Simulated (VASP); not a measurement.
# BeHN2 (R-3m) in VASP: a series of runs

Runs on BeHN2. Level: PBE. Tasks: single point, relaxation of cell and atoms.

All numbers are computed with VASP 6.6.1; they aren't measurements. Logs are shortened: lines on timing, memory, paths and dates and some standing lists are left out, and cuts for length are marked.

### Step 1. The cell of the first run

It takes space group R-3m (No. 166, trigonal). The conventional cell has a = 2.723 Å, b = 2.723 Å, c = 11.393 Å, α = 90.00°, β = 90.00°, γ = 120.00°. Be (site symmetry -3m) has 6 N at 1.80 Å and 6 H at 2.47 Å within 2.5 Å. Within 2.5 Å of H (site symmetry -3m) lie 6 N at 1.88 Å and 6 Be at 2.47 Å. Within 2.4 Å of N (site symmetry 3m) lie 3 Be at 1.80 Å and 3 H at 1.88 Å and 3 N at 2.35 Å.

The cell was generated, and may not be a known phase.

### Step 2. Single point, PBE

INCAR

```
PREC = Accurate
ENCUT = 520
EDIFF = 1E-7
ISMEAR = 0
SIGMA = 0.1
LREAL = False
LASPH = True
NELM = 100
ALGO = Normal
ISIF = 2
LWAVE = False
LCHARG = False
GGA = PE
NBANDS = 14
```

KPOINTS

```
Automatic mesh
0
Gamma
  18 18 18
```

POSCAR

```
BeHN2
1.0
    1.3614054984      0.7860078310      3.7976750555
   -1.3614054984      0.7860078310      3.7976750555
    0.0000000000     -1.5720156619      3.7976750555
Be H N
1 1 2
Direct
    0.0000000000      0.0000000000      0.0000000000
    0.5000000000      0.5000000000      0.5000000000
    0.2569131075      0.2569131075      0.2569131075
    0.7430868925      0.7430868925      0.7430868925
```

Potentials or basis: VASP PAW PBE potentials, release 64 (Be, H, N).

Run with:

```
$ cat potpaw_PBE.64/Be/POTCAR potpaw_PBE.64/H/POTCAR potpaw_PBE.64/N/POTCAR > POTCAR
$ mpirun -np 1 vasp_std > vasp.out
```

OUTCAR:

```text
PREC = Accurate
   ENCUT = 520
   EDIFF = 1E-7
   ISMEAR = 0
   LREAL = False
   LASPH = True
   NELM = 100
   ISIF = 2
   GGA = PE

 ion  position               nearest neighbor table
   1  0.000  0.000  0.000-   4 1.80   3 1.80   4 1.80   4 1.80   3 1.80   3 1.80
   2  0.500  0.500  0.500-
   3  0.257  0.257  0.257-   1 1.80   1 1.80   1 1.80
   4  0.743  0.743  0.743-   1 1.80   1 1.80   1 1.80

  LATTYP: Found a trigonal (rhomboedric) cell.
 ALAT       =     4.1101787149
 COS(alpha) =     0.7805762745

  Lattice vectors:

 A1 = (   1.3614054984,   0.7860078310,   3.7976750555)
 A2 = (  -1.3614054984,   0.7860078310,   3.7976750555)
 A3 = (   0.0000000000,  -1.5720156619,   3.7976750555)

Analysis of symmetry for initial positions (statically):
=====================================================================
 Subroutine PRICEL returns:
 Original cell was already a primitive cell.

 Routine SETGRP: Setting up the symmetry group for a
 trigonal (rhombohedral) supercell.

 Subroutine GETGRP returns: Found 12 space group operations
 (whereof 12 operations were pure point group operations)
 out of a pool of 12 trial point group operations.

The static configuration has the point symmetry D_3d.

Analysis of symmetry for dynamics (positions and initial velocities):
=====================================================================
 Subroutine PRICEL returns:
 Original cell was already a primitive cell.

 Routine SETGRP: Setting up the symmetry group for a
 trigonal (rhombohedral) supercell.

 Subroutine GETGRP returns: Found 12 space group operations
 (whereof 12 operations were pure point group operations)
 out of a pool of 12 trial point group operations.

The dynamic configuration has the point symmetry D_3d.

 Subroutine INISYM returns: Found 12 space group operations
 (whereof 12 operations are pure point group operations),
 and found     1 'primitive' translations

----------------------------------------------------------------------------------------

                                     Primitive cell

  volume of cell :      24.3828

  direct lattice vectors                    reciprocal lattice vectors
     1.361405498  0.786007831  3.797675056     0.367267504  0.212041993  0.087773000
    -1.361405498  0.786007831  3.797675056    -0.367267504  0.212041993  0.087773000
     0.000000000 -1.572015662  3.797675056     0.000000000 -0.424083985  0.087773000

[... 93 lines left out ...]
   ISIF   =      2    stress and relaxation
   ISYM   =      2    0-nonsym 1-usesym 2-fastsym
   POTIM  = 0.5000    time-step for ionic-motion
   TEBEG  =    0.0;   TEEND  =   0.0 temperature during run
   PSTRESS=    0.0 pullay stress
   NELECT =      13.0000    total number of electrons
   NUPDOWN=      -1.0000    fix difference up-down
   EMIN   =  10.00;   EMAX   =-10.00  energy-range for DOS
   EFERMI =   0.00;   METHOD = LEGACY
   ISMEAR =     0;   SIGMA  =   0.10  broadening in eV -4-tet -1-fermi 0-gaus
   EFERMI_NEDOS =   21; number of points for ismear=-14 and -15
   IALGO  =     38    algorithm
   IMIX   =      4    mixing-type and parameters
     AMIX     =   0.40;   BMIX     =  1.00
     AMIX_MAG =   1.60;   BMIX_MAG =  1.00
  volume/ion in A,a.u.               =       6.10        41.14
  Fermi-wavevector in a.u.,A,eV,Ry     =   1.327480  2.508574 23.976246  1.762204
  Thomas-Fermi vector in A             =   2.456790
   LORBIT       =      0    0 simple, 1 ext, 2 COOP (PROOUT), +10 PAW based schemes
   GGA     = PE    functional components
   LHFCALC =     F    Hartree Fock is set to
   AEXX    =    0.0000 exact exchange contribution
   IVDW    =     0    specifies the selected vdW correction
   LEPSILON=     F    determine dielectric tensor
   LRPA    =     F    only Hartree local field effects (RPA)
 non-spin polarized calculation
 Gauss-broadening in eV      SIGMA  =   0.10
  energy-cutoff  :      520.00
  volume of cell :       24.38
 maximum number of plane-waves:       667
   NGX = 15   NGY = 15   NGZ = 15

 number of electron      13.0000000 magnetization

 Free energy of the ion-electron system (eV)
  ---------------------------------------------------
  ext. energy  EPLUGINS =         0.00000000
  ---------------------------------------------------
  free energy    TOTEN  =       -18.44299276 eV

  energy without entropy =      -18.43543880  energy(sigma->0) =      -18.43921578

 E-fermi :   4.9574     XC(G=0): -11.8500

 val. band max:        4.9569134539   @ k =  -0.2222   0.2778   0.2222
 cond. band min:       4.9577911122   @ k =  -0.4444   0.3333   0.2222
 fundamental gap:      0.0008776583
 Fermi energy:         4.9574187453

 k-point     1 :       0.0000    0.0000    0.0000
  band No.  band energies     occupation
      1     -12.9291      2.00000
      2      -7.4773      2.00000
      3      -1.9522      2.00000
      4       4.6392      1.99999
      5       4.6392      1.99999
      6       5.5531      0.00000
      7       5.5531      0.00000
      8       7.2566      0.00000
      9      10.3373      0.00000
     10      13.9947      0.00000
     11      17.0588      0.00000
     12      17.0588      0.00000
     13      20.4534      0.00000
     14      25.0180      0.00000
[... 377 lines left out ...]
      1     -11.7723      2.00000
      2      -7.1091      2.00000
      3      -0.7365      2.00000
      4       1.1000      2.00000
      5       2.7718      2.00000
      6       3.2794      2.00000
      7       5.0345      0.27578
      8       6.4337      0.00000
      9       9.9272      0.00000
     10      16.4325      0.00000
     11      18.5220      0.00000
     12      19.4978      0.00000
     13      20.9127      0.00000
     14      22.0558      0.00000

 [... further k-points ...]
[... 5 lines left out ...]
  --------------------------------------------------------------------------------------
  -------------------------------------------------------------------------------------
  Total        0.0015929      0.0015929     -0.0031447      0.0000000     -0.0000000      0.0000000
  in kB        0.1046672      0.1046672     -0.2066332      0.0000000     -0.0000000      0.0000000
  external PRESSURE =       0.0009004 kB  Pullay stress =       0.0000000 kB

 VOLUME and BASIS-vectors are now :
 -----------------------------------------------------------------------------
  energy-cutoff  :      520.00
  volume of cell :       24.38
      direct lattice vectors                 reciprocal lattice vectors
     1.361405498  0.786007831  3.797675056     0.367267504  0.212041993  0.087773000
    -1.361405498  0.786007831  3.797675056    -0.367267504  0.212041993  0.087773000
     0.000000000 -1.572015662  3.797675056     0.000000000 -0.424083985  0.087773000

 POSITION                                       TOTAL-FORCE (eV/Angst)
 -----------------------------------------------------------------------------------
      0.00000      0.00000      0.00000         0.000000     -0.000000      0.000000
      0.00000      0.00000      5.69651         0.000000     -0.000000      0.000000
      0.00000      0.00000      2.92702         0.000000     -0.000000     -0.016540
      0.00000      0.00000      8.46601         0.000000      0.000000      0.016540
 -----------------------------------------------------------------------------------
    total drift:                                0.000000     -0.000000      0.000000

  FREE ENERGIE OF THE ION-ELECTRON SYSTEM (eV)
  ---------------------------------------------------
  free  energy   TOTEN  =       -18.4429927584 eV

  energy  without entropy=      -18.4354387975  energy(sigma->0) =      -18.43921578
```

OSZICAR:

```text
N       E                     dE             d eps       ncg     rms          rms(c)
DAV:   1     0.313831017954E+02    0.31383E+02   -0.67453E+03 16336   0.841E+02
DAV:   2    -0.172867628094E+02   -0.48670E+02   -0.45723E+02 21714   0.194E+02
DAV:   3    -0.191238764708E+02   -0.18371E+01   -0.18183E+01 20590   0.344E+01
DAV:   4    -0.191318752173E+02   -0.79987E-02   -0.79959E-02 18634   0.266E+00
DAV:   5    -0.191319141773E+02   -0.38960E-04   -0.38956E-04 20158   0.160E-01    0.481E+00
DAV:   6    -0.184772981530E+02    0.65462E+00   -0.84009E-01 21064   0.654E+00    0.194E+00
DAV:   7    -0.184417673666E+02    0.35531E-01   -0.13164E-01 21862   0.284E+00    0.998E-01
DAV:   8    -0.184435043753E+02   -0.17370E-02   -0.16666E-02 18502   0.111E+00    0.153E-01
DAV:   9    -0.184428975239E+02    0.60685E-03   -0.15821E-03 19528   0.391E-01    0.938E-02
DAV:  10    -0.184429862590E+02   -0.88735E-04   -0.19876E-04 19804   0.117E-01    0.163E-02
DAV:  11    -0.184429922384E+02   -0.59793E-05   -0.14557E-05 18862   0.333E-02    0.787E-03
DAV:  12    -0.184429927258E+02   -0.48744E-06   -0.95317E-07 20380   0.864E-03    0.480E-03
DAV:  13    -0.184429927584E+02   -0.32614E-07   -0.16984E-07 18374   0.358E-03
   1 F= -.18442993E+02 E0= -.18439216E+02  d E =-.755396E-02
```

stdout:

```text
POSCAR found type information on POSCAR BeH N
 POSCAR found :  3 types and       4 ions
 scaLAPACK will be used
 LDA part: xc-table for (Slater+PW92), standard interpolation
 POSCAR, INCAR and KPOINTS ok, starting setup
 FFT: planning ... GRIDC
 FFT: planning ... GRID_SOFT
 FFT: planning ... GRID
 WAVECAR not read
 entering main loop
```

Wall time 3 min (1 thread of Intel Xeon Platinum 8488C (Sapphire Rapids), shared host); peak memory 0.32 GiB.

Results:

```yaml
Free_energy: -18.4430 eV
Pressure: 0.0 GPa
Largest_force: 0.017 eV/Å
Band_gap_on_the_k_mesh: zero (an odd number of electrons rules out a gap without spin polarisation)
```

Forces on the atoms (eV/Å):
```
Be   0.000  0.000  0.000
H    0.000  0.000  0.000
N    0.000  0.000 -0.017
N    0.000  0.000  0.017
```

Levels at points of the mesh, in eV from the Fermi level:
```
           k point  band 4  band 5  band 6  band 7  band 8  band 9
(0.00, 0.00, 0.00)   -0.32   -0.32    0.60    0.60    2.30    5.38
(0.50, 0.00, 0.00)   -5.05   -2.41   -2.38   -1.40   -0.20    3.88
(0.50, 0.50, 0.00)   -6.33   -3.08   -0.25    0.94    1.53    2.74
(0.50, 0.50, 0.50)   -1.31   -0.01   -0.01    0.16    0.16    6.48
```

Caveat: an odd number of electrons without spin polarisation forces a metal; a magnetic or distorted state may lie lower.

### Step 3. Relaxation of cell and atoms, PBE

This run uses another cell than the first one, of 6.19 Å³/atom.

INCAR

```
PREC = Accurate
ENCUT = 600
EDIFF = 1E-6
ISMEAR = 0
SIGMA = 0.1
LREAL = False
LASPH = True
NELM = 100
ALGO = Normal
ISIF = 3
LWAVE = False
LCHARG = False
GGA = PE
IBRION = 2
NSW = 100
EDIFFG = -0.01
```

KPOINTS is that of step 2.

POSCAR

```
BeHN2
1.0
    1.3634064445      0.7871630778      3.8427105494
   -1.3634064445      0.7871630778      3.8427105494
    0.0000000000     -1.5743261556      3.8427105494
Be H N
1 1 2
Direct
    0.0000000000      0.0000000000      0.0000000000
    0.5000000000      0.5000000000      0.5000000000
    0.2594888782      0.2594888782      0.2594888782
    0.7405111218      0.7405111218      0.7405111218
```

Potentials or basis: VASP PAW PBE potentials, release 64 (Be, H, N).

Run with:

```
$ cat potpaw_PBE.64/Be/POTCAR potpaw_PBE.64/H/POTCAR potpaw_PBE.64/N/POTCAR > POTCAR
$ mpirun -np 1 vasp_std > vasp.out
```

Run time: 13 min. Hardware: 1 thread of Intel Xeon Platinum 8488C (Sapphire Rapids), shared host; peak memory 0.37 GiB.

The run converged. Its results:

| Quantity | Value |
| --- | --- |
| Free energy | -18.4462 eV |
| Relaxed volume | 6.09 Å³/atom |
| Relaxed cell | a = 4.105 Å, b = 4.105 Å, c = 4.105 Å, α = 38.73°, β = 38.73°, γ = 38.73° |
| Space group after relaxing (to 0.1 Å) | R-3m (No. 166) |
| Energy gained by relaxing | 2.2 meV/atom |
| Ionic steps | 8 |
| Pressure after relaxing | 0.0 GPa |
| Largest force after relaxing | 0.007 eV/Å |
| Band gap on the k mesh | zero (an odd number of electrons rules out a gap without spin polarisation) |

Forces on the atoms (eV/Å):
```
Be   0.000  0.000  0.000
H    0.000  0.000  0.000
N    0.000  0.000 -0.007
N    0.000  0.000  0.007
```

The path:
```tsv
step	energy change (eV)	largest force (eV/Å)	pressure (GPa)	volume (Å³)
1	0.0000	0.2599	-0.41	24.74
2	-0.0050	0.1186	-0.96	24.69
3	-0.0067	0.0274	-1.50	24.62
4	-0.0083	0.0054	0.14	24.35
5	-0.0083	0.0038	0.24	24.33
6	-0.0087	0.0008	0.12	24.34
7	-0.0086	0.0151	-0.14	24.35
8	-0.0088	0.0074	0.00	24.34
```

Final structure:
```
CELL_PARAMETERS angstrom
1.36125 0.78592 3.79225
-1.36125 0.78592 3.79225
0.00000 -1.57183 3.79225
ATOMIC_POSITIONS crystal
Be 0.00000 0.00000 0.00000
H 0.50000 0.50000 0.50000
N 0.25673 0.25673 0.25673
N 0.74327 0.74327 0.74327
```

Levels at points of the mesh, in eV from the Fermi level:
```tsv
k point	band 3	band 4	band 5	band 6	band 7	band 8	band 9	band 10
(0.00, 0.00, 0.00)	-6.92	-0.32	-0.32	0.60	0.60	2.31	5.39	9.03
(0.50, 0.00, 0.00)	-5.87	-5.04	-2.40	-2.37	-1.41	-0.22	3.89	12.22
(0.50, 0.50, 0.00)	-7.99	-6.34	-3.08	-0.24	0.95	1.54	2.75	11.82
(0.50, 0.50, 0.50)	-2.37	-1.29	-0.01	-0.01	0.15	0.15	6.49	11.66
```

Caveat: an odd number of electrons without spin polarisation forces a metal; a magnetic or distorted state may lie lower.
